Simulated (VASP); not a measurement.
# Si (P6/mmm) in VASP: notebook

Runs on Si. Level: LDA. Tasks: single point.

Program: VASP 6.6.1. These are calculated values, not measurements. Logs are shortened: lines on timing, memory, paths and dates and some standing lists are left out, and cuts for length are marked.

## Step 1: The cell of the first run

Symmetry: P6/mmm, No. 191, hexagonal system. The conventional cell has a = 2.555 Å, b = 2.555 Å, c = 2.343 Å, α = 90.00°, β = 90.00°, γ = 120.00°. Within 3.1 Å of Si (site symmetry 6/mmm) lie 8 Si at 2.34 to 2.56 Å.

## Step 2: Single point, LDA (strain -0.025 along x and y, -0.050 along z)

Contents of INCAR:

```
SYSTEM = Si
PREC = Accurate ; ENCUT = 520
EDIFF = 1E-7 ; ISMEAR = 0
SIGMA = 0.15 ; LREAL = .FALSE.
LASPH = .TRUE. ; NELM = 80
ALGO = Normal ; ISIF = 2
LWAVE = .FALSE. ; LCHARG = .FALSE.
GGA = CA ; NBANDS = 8
```

Contents of KPOINTS:

```
Automatic mesh
0
G
  21 21 20
  0 0 0
```

Contents of POSCAR:

```
Si
1.0
    2.5550292445      0.0000000000      0.0000000000
   -1.2775146223      2.2127202332      0.0000000000
    0.0000000000      0.0000000000      2.3430366705
Si
1
Direct
    0.0000000000      0.0000000000      0.0000000000
```

Potentials or basis: VASP PAW LDA potentials, release 64 (Si).

The run is started by

```sh
$ cat potpaw_LDA.64/Si/POTCAR > POTCAR
$ mpirun -np 1 vasp_std > vasp.out
```

OUTCAR:

```text
SYSTEM = Si
   PREC = Accurate
   ENCUT = 520
   EDIFF = 1E-7
   ISMEAR = 0
   LREAL = .FALSE.
   LASPH = .TRUE.
   NELM = 80
   ISIF = 2
   GGA = CA

 ion  position               nearest neighbor table
   1  0.000  0.000  0.000-

  LATTYP: Found a hexagonal cell.
 ALAT       =     2.5550292445
 C/A-ratio  =     0.9170292965

  Lattice vectors:

 A1 = (   2.5550292445,   0.0000000000,   0.0000000000)
 A2 = (  -1.2775146223,   2.2127202332,   0.0000000000)
 A3 = (   0.0000000000,   0.0000000000,   2.3430366705)

Analysis of symmetry for initial positions (statically):
=====================================================================
 Subroutine PRICEL returns:
 Original cell was already a primitive cell.

 Routine SETGRP: Setting up the symmetry group for a
 hexagonal supercell.

 Subroutine GETGRP returns: Found 24 space group operations
 (whereof 24 operations were pure point group operations)
 out of a pool of 24 trial point group operations.

The static configuration has the point symmetry D_6h.

Analysis of symmetry for dynamics (positions and initial velocities):
=====================================================================
 Subroutine PRICEL returns:
 Original cell was already a primitive cell.

 Routine SETGRP: Setting up the symmetry group for a
 hexagonal supercell.

 Subroutine GETGRP returns: Found 24 space group operations
 (whereof 24 operations were pure point group operations)
 out of a pool of 24 trial point group operations.

The dynamic configuration has the point symmetry D_6h.

 Subroutine INISYM returns: Found 24 space group operations
 (whereof 24 operations are pure point group operations),
 and found     1 'primitive' translations

----------------------------------------------------------------------------------------

                                     Primitive cell

  volume of cell :      13.2465

  direct lattice vectors                    reciprocal lattice vectors
     2.555029245  0.000000000  0.000000000     0.391384953  0.225966208  0.000000000
    -1.277514622  2.212720233  0.000000000     0.000000000  0.451932416  0.000000000
     0.000000000  0.000000000  2.343036671     0.000000000  0.000000000  0.426796564

  length of vectors
     2.555029245  2.555029245  2.343036671     0.451932416  0.451932416  0.426796564

  position of ions in fractional coordinates (direct lattice)
     0.000000000  0.000000000  0.000000000

  ion indices of the primitive-cell ions
   primitive index   ion index
                 1           1

----------------------------------------------------------------------------------------

 KPOINTS: Automatic mesh

Automatic generation of k-mesh.
 Grid dimensions read from file:
 generate k-points for:   21   21   20

 Generating k-lattice:

  Cartesian coordinates                     Fractional coordinates (reciprocal lattice)
     0.018637379  0.010760296  0.000000000     0.047619048 -0.000000000  0.000000000
     0.000000000  0.021520591  0.000000000     0.000000000  0.047619048  0.000000000
     0.000000000  0.000000000  0.021339828     0.000000000  0.000000000  0.050000000

  Length of vectors
     0.021520591  0.021520591  0.021339828

  Shift w.r.t. Gamma in fractional coordinates (k-lattice)
     0.000000000  0.000000000  0.000000000

 Subroutine IBZKPT returns following result:
 ===========================================

 Found    528 irreducible k-points:

 Following reciprocal coordinates:
            Coordinates               Weight
  0.000000  0.000000  0.000000      1.000000
  0.047619 -0.000000  0.000000      6.000000
  0.095238 -0.000000  0.000000      6.000000
  0.142857 -0.000000  0.000000      6.000000
  0.190476 -0.000000  0.000000      6.000000
  0.238095  0.000000  0.000000      6.000000
[... 16 lines left out ...]
  0.142857  0.095238  0.000000     12.000000
  0.190476  0.095238  0.000000     12.000000
 [... further k-points ...]
   k-points           NKPTS =    528   k-points in BZ     NKDIM =    528   number of bands    NBANDS=      8
   number of dos      NEDOS =    301   number of ions     NIONS =      1
   total plane-waves  NPLWV =   7200
   dimension x,y,z NGX =    20 NGY =   20 NGZ =   18
   dimension x,y,z NGXF=    40 NGYF=   40 NGZF=   36
   ions per type =               1
   NGX,Y,Z   is equivalent  to a cutoff of  13.01, 13.01, 12.77 a.u.
   NGXF,Y,Z  is equivalent  to a cutoff of  26.03, 26.03, 25.54 a.u.
 SYSTEM =  Si
   PREC   = accura    normal or accurate (medium, high low for compatibility)
   ISTART =      0    job   : 0-new  1-cont  2-samecut
   ICHARG =      2    charge: 1-file 2-atom 10-const
   ISPIN  =      1    spin polarized calculation?
   LNONCOLLINEAR =      F non collinear calculations
   LSORBIT =      F    spin-orbit coupling
   LASPH  =      T    aspherical Exc in radial PAW
   ENCUT  =  520.0 eV  38.22 Ry    6.18 a.u.   4.75  4.75  4.36*2*pi/ulx,y,z
   NELM   =     80;   NELMIN=  2; NELMDL= -5     # of ELM steps
   EDIFF  = 0.1E-06   stopping-criterion for ELM
   LREAL  =      F    real-space projection
   EDIFFG = 0.1E-05   stopping-criterion for IOM
   NSW    =      0    number of steps for IOM
   IBRION =     -1    ionic relax: 0-MD 1-quasi-New 2-CG
   NFREE  =      0    steps in history (QN), initial steepest desc. (CG)
   ISIF   =      2    stress and relaxation
   ISYM   =      2    0-nonsym 1-usesym 2-fastsym
   POTIM  = 0.5000    time-step for ionic-motion
   TEBEG  =    0.0;   TEEND  =   0.0 temperature during run
   PSTRESS=    0.0 pullay stress
   NELECT =       4.0000    total number of electrons
   NUPDOWN=      -1.0000    fix difference up-down
   EMIN   =  10.00;   EMAX   =-10.00  energy-range for DOS
   EFERMI =   0.00;   METHOD = LEGACY
   ISMEAR =     0;   SIGMA  =   0.15  broadening in eV -4-tet -1-fermi 0-gaus
   EFERMI_NEDOS =   21; number of points for ismear=-14 and -15
   IALGO  =     38    algorithm
   IMIX   =      4    mixing-type and parameters
     AMIX     =   0.40;   BMIX     =  1.00
     AMIX_MAG =   1.60;   BMIX_MAG =  1.00
  volume/ion in A,a.u.               =      13.25        89.39
  Fermi-wavevector in a.u.,A,eV,Ry     =   1.098317  2.075518 16.412709  1.206300
  Thomas-Fermi vector in A             =   2.234692
   LORBIT       =      0    0 simple, 1 ext, 2 COOP (PROOUT), +10 PAW based schemes
   GGA     = CA    functional components
   LHFCALC =     F    Hartree Fock is set to
   AEXX    =    0.0000 exact exchange contribution
   IVDW    =     0    specifies the selected vdW correction
   LEPSILON=     F    determine dielectric tensor
   LRPA    =     F    only Hartree local field effects (RPA)
 non-spin polarized calculation
 Gauss-broadening in eV      SIGMA  =   0.15
  energy-cutoff  :      520.00
  volume of cell :       13.25
 maximum number of plane-waves:       375
 NGX is ok and might be reduce to    20
   NGX =  9   NGY =  9   NGZ =  9

 number of electron       4.0000000 magnetization

 Free energy of the ion-electron system (eV)
  ---------------------------------------------------
  ext. energy  EPLUGINS =         0.00000000
  ---------------------------------------------------
  free energy    TOTEN  =        -5.68051250 eV

  energy without entropy =       -5.67692019  energy(sigma->0) =       -5.67871634

 E-fermi :  11.0561     XC(G=0): -11.5634

 val. band max:       11.0361292118   @ k =   0.2381   0.1905   0.1000
 cond. band min:      11.0805077024   @ k =   0.3810   0.0952   0.4500
 fundamental gap:      0.0443784906
 Fermi energy:        11.0561479747

 k-point     1 :       0.0000    0.0000    0.0000
  band No.  band energies     occupation
      1      -3.9743      2.00000
      2      18.8918      0.00000
      3      20.6104      0.00000
      4      21.8720      0.00000
      5      21.8720      0.00000
      6      23.4098      0.00000
      7      23.4098      0.00000
      8      29.1067      0.00000

 k-point     2 :       0.0476   -0.0000    0.0000
  band No.  band energies     occupation
      1      -3.9074      2.00000
      2      18.6026      0.00000
      3      20.6654      0.00000
      4      21.2671      0.00000
      5      21.2859      0.00000
      6      23.5872      0.00000
      7      24.1294      0.00000
      8      29.8449      0.00000

 k-point     3 :       0.0952   -0.0000    0.0000
  band No.  band energies     occupation
      1      -3.7068      2.00000
      2      17.6144      0.00000
      3      20.3373      0.00000
      4      20.4057      0.00000
      5      20.8304      0.00000
      6      23.8199      0.00000
      7      25.4027      0.00000
      8      31.5615      0.00000

 k-point     4 :       0.1429   -0.0000    0.0000
  band No.  band energies     occupation
      1      -3.3731      2.00000
      2      16.0167      0.00000
      3      19.4573      0.00000
      4      19.7729      0.00000
      5      21.1052      0.00000
      6      24.0917      0.00000
      7      26.8524      0.00000
      8      33.1380      0.00000

 k-point     5 :       0.1905   -0.0000    0.0000
  band No.  band energies     occupation
      1      -2.9070      2.00000
      2      14.1739      0.00000
      3      18.6740      0.00000
      4      19.2661      0.00000
      5      21.4892      0.00000
      6      24.4790      0.00000
      7      28.4269      0.00000
      8      34.1409      0.00000
[... 177 lines left out ...]
 k-point    22 :       0.0952    0.0952    0.0000
  band No.  band energies     occupation
      1      -3.1732      2.00000
      2      15.7512      0.00000
      3      17.0938      0.00000
      4      21.2699      0.00000
      5      21.3219      0.00000
      6      24.3576      0.00000
      7      26.8412      0.00000
      8      34.3089      0.00000

 k-point    23 :       0.1429    0.0952    0.0000
  band No.  band energies     occupation
      1      -2.7076      2.00000
      2      14.2411      0.00000
      3      15.8881      0.00000
      4      21.4885      0.00000
      5      21.6535      0.00000
      6      24.7312      0.00000
      7      27.8815      0.00000
      8      35.2276      0.00000

 k-point    24 :       0.1905    0.0952    0.0000
  band No.  band energies     occupation
      1      -2.1110      2.00000
      2      12.4412      0.00000
      3      15.0887      0.00000
      4      21.4420      0.00000
      5      22.1451      0.00000
      6      25.2188      0.00000
      7      29.2123      0.00000
      8      34.0895      0.00000

 [... further k-points ...]
[... 5 lines left out ...]
  --------------------------------------------------------------------------------------
  -------------------------------------------------------------------------------------
  Total        0.9394957      0.9394957      1.7009827     -0.0000000     -0.0000000      0.0000000
  in kB      113.6328479    113.6328479    205.7353971     -0.0000000     -0.0000000      0.0000000
  external PRESSURE =     144.3336977 kB  Pullay stress =       0.0000000 kB

 VOLUME and BASIS-vectors are now :
 -----------------------------------------------------------------------------
  energy-cutoff  :      520.00
  volume of cell :       13.25
      direct lattice vectors                 reciprocal lattice vectors
     2.555029245  0.000000000  0.000000000     0.391384953  0.225966208  0.000000000
    -1.277514622  2.212720233  0.000000000     0.000000000  0.451932416  0.000000000
     0.000000000  0.000000000  2.343036671     0.000000000  0.000000000  0.426796564

 POSITION                                       TOTAL-FORCE (eV/Angst)
 -----------------------------------------------------------------------------------
      0.00000      0.00000      0.00000        -0.000000      0.000000      0.000000
 -----------------------------------------------------------------------------------
    total drift:                                0.000000      0.000000      0.000000

  FREE ENERGIE OF THE ION-ELECTRON SYSTEM (eV)
  ---------------------------------------------------
  free  energy   TOTEN  =        -5.6805125001 eV

  energy  without entropy=       -5.6769201868  energy(sigma->0) =       -5.67871634
```

Run time: 15 s. Hardware: 1 thread of Intel Xeon 6975P-C (Granite Rapids), shared host; peak memory 0.14 GiB.

Results:

```yaml
Free_energy: -5.6805 eV
Pressure: 14.4 GPa
Band_gap_on_the_k_mesh: zero (band 2 reaches 18.89 eV, above the bottom of band 3 at 5.90 eV)
```

Stress tensor (GPa, compression positive):
```
11.36  0.00  0.00
 0.00 11.36  0.00
 0.00  0.00 20.57
```

Caveat: the cell differs from its parent crystal (strain -0.025 along x and y, -0.050 along z).

## Step 3: Single point, LDA (strain -0.025 along x and y, -0.025 along z)

Contents of INCAR:

```
SYSTEM = Si
  ALGO = Normal
  EDIFF = 1E-7
  ENCUT = 520
  ISIF = 2
  ISMEAR = 0
  LASPH = .TRUE.
  LCHARG = .FALSE.
  LREAL = .FALSE.
  LWAVE = .FALSE.
  NBANDS = 8
  NELM = 100
  PREC = Accurate
  SIGMA = 0.15
```

Contents of KPOINTS:

```
k-points
0
G
  21 21 20
  0 0 0
```

Changes to POSCAR since step 2:

```diff
@@ -4,3 +4,3 @@
    -1.2775146223      2.2127202332      0.0000000000
-    0.0000000000      0.0000000000      2.3430366705
+    0.0000000000      0.0000000000      2.4046955302
 Si
```

Potentials or basis: VASP PAW LDA potentials, release 64 (Si).

The run is started by

```sh
$ cat potpaw_LDA.64/Si/POTCAR > POTCAR
$ mpirun -np 1 vasp_std > vasp.out
```

Wall time 16 s (1 thread of Intel Xeon 6975P-C (Granite Rapids), shared host); peak memory 0.15 GiB.

It converged, with:

| Quantity | Value |
| --- | --- |
| Free energy | -5.7121 eV |
| Pressure | 9.4 GPa |
| Band gap on the k mesh | zero (band 2 reaches 18.26 eV, above the bottom of band 3 at 5.74 eV) |

Stress tensor (GPa, compression positive):
```
9.62 0.00 0.00
0.00 9.62 0.00
0.00 0.00 9.01
```

Levels at points of the mesh, in eV from the Fermi level:
```tsv
k point	band 1	band 2	band 3	band 4	band 5	band 6	band 7
(0.00, 0.00, 0.00)	-14.79	7.57	8.47	11.06	11.06	12.55	12.55
(0.00, 0.00, 0.50)	-9.53	-7.72	14.99	14.99	15.43	15.43	17.02
```

Caveat: the cell differs from its parent crystal (strain -0.025 along x and y, -0.025 along z).
